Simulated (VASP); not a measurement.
# CoW3: single point with PBEsol

CoW3:

```
Co W
1.0
     3.95470    0.00000    0.00000
     0.00000    3.95470    0.00000
     0.00000    0.00000    3.85824
Co W
1 3
Cartesian
  0.0000 0.0000 0.0000
  0.0000 1.9774 1.9291
  1.9774 0.0000 1.9291
  1.9774 1.9774 0.0000
```

This cell differs from its parent crystal: strain +0.025 along x and y, +0.000 along z.

```json
{
 "Program": "VASP 6.6.1",
 "Task": "single point",
 "Functional": "PBEsol",
 "Potentials or basis": "VASP PAW PBE potentials, release 64 (Co, W_sv)",
 "Cutoff": "520 eV",
 "k mesh": "12 × 12 × 12",
 "Occupations": "gaussian, width 0.15 eV",
 "Spin": "no spin polarisation",
 "Dipole correction": "no",
 "Further INCAR settings": "ALGO = Fast; EDIFF = 1e-07; NBANDS = 34"
}
```

The pressure is -12.8 GPa and the band gap on the k mesh is zero (an odd number of electrons rules out a gap without spin polarisation).

Stress tensor (GPa, compression positive):
```
-12.96   0.00   0.00
  0.00 -12.96   0.00
  0.00   0.00 -12.45
```

Levels at points of the mesh, in eV from the Fermi level:
```tsv
k point	band 21	band 22	band 23	band 24	band 25	band 26	band 27	band 28	band 29	band 30
(0.00, 0.00, 0.00)	-1.10	-0.89	0.30	0.45	2.78	2.80	2.80	2.83	2.83	3.29
(0.50, 0.00, 0.00)	-1.93	-1.82	-1.02	-0.05	0.26	0.27	0.57	0.97	1.74	1.82
(0.50, 0.50, 0.00)	-1.95	-1.85	-1.85	-1.73	-0.92	0.54	0.54	0.92	0.92	1.00
(0.00, 0.00, 0.50)	-1.88	-1.88	-0.92	0.17	0.17	0.28	0.81	0.89	1.67	1.67
(0.50, 0.00, 0.50)	-1.96	-1.93	-1.93	-1.72	-0.89	0.56	0.58	1.03	1.05	1.12
(0.50, 0.50, 0.50)	-1.09	-0.99	-0.65	-0.65	0.43	0.46	0.46	1.06	2.30	2.46
```

Wall time 5.2 min on 1 thread of Intel(R) Xeon(R) 6975P-C (Granite Rapids), on a shared host, peak memory 0.42 GiB.

Caveat: the cell differs from its parent crystal (strain +0.025 along x and y, +0.000 along z); the cell stands under tension; the PAW data sets were made with another functional, which shifts forces and pressure a little; spin-orbit coupling is left out, which moves the levels of the heavy elements; the run has no spin polarisation, though such a crystal can be magnetic. Spin polarisation is off, so any magnetic state and its effect on volume and gap are missing.
